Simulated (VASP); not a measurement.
Runs of VASP 6.6.1 on Sr. The structure is that of space group I4/mmm (No. 139), or close to it. The cells are those of the table. 

```csv
cell,gap on the mesh (eV),pressure (GPa)
"a = 4.259 Å, angles 107.4, 107.4, 113.7°, 1 atom",none,(a)
"a = 4.207 Å, angles 106.3, 106.3, 115.9°, 1 atom",none,-0.1
"a = 4.207 Å, angles 112.8, 112.8, 103.0°, 1 atom",none,-0.1
"a = 4.324 Å, angles 105.4, 105.4, 117.9°, 1 atom",none,-0.8
```

Alike in all rows: task single point; level r2SCAN; potentials or basis VASP PAW PBE potentials, release 64 (Sr_sv); no spin polarisation; k mesh 14 × 14 × 14; cutoff (eV) 520; smearing gaussian 0.15 eV.

Q: Fill in the values left out.

A: (a) -0.5.

Caveats: the PAW data sets were made with another functional, which shifts forces and pressure a little.

A k mesh can miss the band edges, and the runs leave out spin-orbit coupling on Sr.

A gap of «none» marks levels without a gap at the run's occupations.
